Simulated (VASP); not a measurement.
Runs of VASP 6.6.1 on SiO2. The cells are those of the table. 

| cell | k mesh | smearing | gap on the mesh (eV) | pressure (GPa) | largest force (eV/Å) |
| --- | --- | --- | --- | --- | --- |
| a = 6.651, b = 7.206, c = 6.939 Å, angles 92.7, 91.5, 95.1°, 21 atoms | 1 × 1 × 1, shifted | fermi-dirac 0.2482 eV | 2.97 | -7.9 | 6.73 |
| a = 6.651, b = 7.206, c = 6.939 Å, angles 92.7, 91.5, 95.1°, 21 atoms | 1 × 1 × 1, shifted | fermi-dirac 0.05 eV | 4.36 | -4.8 | 2.24 |
| a = 6.651, b = 7.206, c = 6.939 Å, angles 92.7, 91.5, 95.1°, 21 atoms | 1 × 1 × 1, shifted | fermi-dirac 0.1379 eV | (a) | -2.4 | 6.75 |
| a = 6.800, b = 6.642, c = 6.927 Å, angles 89.7, 91.7, 94.5°, 21 atoms | 2 × 2 × 2, shifted | gaussian 0.1 eV | 4.50 | 0.1 | (b) |

Alike in all rows: task single point; level PBE; potentials or basis VASP PAW PBE potentials, release 64 (Si, O); no spin polarisation; cutoff (eV) 520.

Q: Fill in the values left out.

A: (a) 4.29; (b) 0.11.

Caveats: some runs use coarse meshes.

A k mesh can miss the band edges.
